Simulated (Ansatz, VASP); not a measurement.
**One calculation of ZrS, two programs**

File POSCAR:

```
ZrS
1.0
    0.0000000000      2.6250000000      2.6250000000
    2.6250000000      0.0000000000      2.6250000000
    2.6250000000      2.6250000000      0.0000000000
Zr S
1 1
Direct
    0.0000000000      0.0000000000      0.0000000000
    0.5000000000      0.5000000000      0.5000000000
```

Contents of INCAR.step1:

```
SYSTEM = ZrS
ALGO = Normal ; EDIFF = 1E-4
ENCUT = 520 ; GGA = PE
ISMEAR = -1 ; LASPH = .TRUE.
LCHARG = .FALSE. ; LREAL = .FALSE.
LWAVE = .TRUE. ; NBANDS = 16
NELM = 100 ; PREC = Accurate
SIGMA = 0.02
```

The input INCAR.step2:

```
SYSTEM = ZrS
ALGO = Normal ; EDIFF = 1E-6
ENCUT = 520 ; ISIF = 2
ISMEAR = -1 ; ISTART = 1
LASPH = .TRUE. ; LCHARG = .FALSE.
LMIXTAU = .TRUE. ; LREAL = .FALSE.
LWAVE = .FALSE. ; METAGGA = R2SCAN
NBANDS = 16 ; NELM = 100
PREC = Accurate ; SIGMA = 0.02
```

File KPOINTS:

```
k-points
0
G
  14 14 14
  0 0 0
```

Input for Ansatz:

```yaml
crystal:
  lattice:
    - [0.0, 2.625, 2.625]
    - [2.625, 0.0, 2.625]
    - [2.625, 2.625, 0.0]
  atoms:
    - { symbol: Zr, position: [0.0, 0.0, 0.0] }
    - { symbol: S, position: [0.5, 0.5, 0.5] }
basis:
  ecutwfc: 500
kpoints:
  mp_grid: { grid: [14, 14, 14] }
hamiltonian:
  xc: r2scan
scf:
  occupations: { method: fermi_dirac, width: 0.02 }
output:
  forces: true
  stress: true
  eigenvalues: true
```

Alike in both runs: task single point; functional r2SCAN; k mesh 14 × 14 × 14; occupations fermi-dirac, width 0.02 eV; no spin polarisation.

|  | VASP | Ansatz |
| --- | --- | --- |
| version | VASP 6.6.1 | Ansatz 0.2.0 |
| potentials or method | VASP PAW PBE potentials, release 64 (Zr_sv, S), cutoff 520 eV | scalar-relativistic, plane waves, PAW |
| valence electrons in the cell | 18 | 18 |

```tsv
	VASP	Ansatz	Ansatz less VASP
gap on the k mesh at the Fermi level (eV)	none	none	-
pressure (GPa)	-2.0	-2.0	-0.01
```

VASP's potentials were made for PBE, not for r2SCAN. A gap of «none» marks a metal or a gap that the smearing closes.
